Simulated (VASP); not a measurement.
A run of VASP 6.6.1 is set up as follows.

Contents of INCAR:

```
SYSTEM = LaBi
  PREC = Accurate
  ENCUT = 520
  EDIFF = 1E-7
  ISMEAR = -1
  SIGMA = 0.05
  LREAL = .False.
  LASPH = .True.
  NELM = 80
  ALGO = Normal
  ISIF = 2
  LWAVE = .False.
  LCHARG = .True.
  GGA = CA
  LELF = .True.
  LVHAR = .True.
  NBANDS = 20
```

File KPOINTS:

```
regular mesh
0
Gamma
  12 12 12
  0 0 0
```

The input POSCAR:

```
LaBi
1.0
    3.4217516966      0.0000000000      0.0000000000
    0.0000000000      3.4217516966      0.0000000000
    0.0000000000      0.0000000000      3.4217516966
La Bi
1 1
Direct
    0.0000000000      0.0000000000      0.0000000000
    0.5000000000      0.5000000000      0.5000000000
```

Potentials or basis: VASP PAW LDA potentials, release 64 (La, Bi_d).

Launch:

```console
$ cat potpaw_LDA.64/La/POTCAR potpaw_LDA.64/Bi_d/POTCAR > POTCAR
$ mpirun -np 1 vasp_std > vasp.out
```

Question: Predict the pressure.

Answer: 61.2 GPa.

Question: Predict the band gap on the k mesh.

Answer: Zero (band 13 reaches 15.82 eV, above the bottom of band 14 at 13.49 eV).

Caveat: spin-orbit coupling is left out, which moves the levels of the heavy elements.
